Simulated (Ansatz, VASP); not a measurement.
**LiF in VASP and in Ansatz**

```
Li F
1.0
     0.00000    2.74743    4.86278
     1.41783    0.00000    4.86278
     1.41783    2.74743    0.00000
Li F
2 2
Direct
  0.18366 0.18366 0.81634
  0.43366 0.43366 0.06634
  0.81634 0.81634 0.18366
  0.06634 0.06634 0.43366
```

Alike in both runs: functional PBE; k mesh 10 × 10 × 10; occupations gaussian, width 0.02 eV; no spin polarisation.

Ansatz relaxed the structure, and its values are those at the end. VASP's run is a single point on that final structure, the one shown.

|  | VASP | Ansatz |
| --- | --- | --- |
| version | VASP 6.6.1 | Ansatz 0.2.0 |
| potentials or method | VASP PAW PBE potentials, release 64 (Li_sv, F), cutoff 520 eV | scalar-relativistic, plane waves, PAW |
| valence electrons in the cell | 20 | 20 |

Ansatz gave:

| Property | Result |
| --- | --- |
| gap on the k mesh at the Fermi level (eV) | 7.80 |
| least direct gap on the mesh (eV) | 7.80 |

Q: Estimate VASP's values.

A: gap on the k mesh at the Fermi level (eV): 7.79; least direct gap on the mesh (eV): 7.79.

Noted on VASP's run: the cutoff is short for stress, so the pressure is rough.
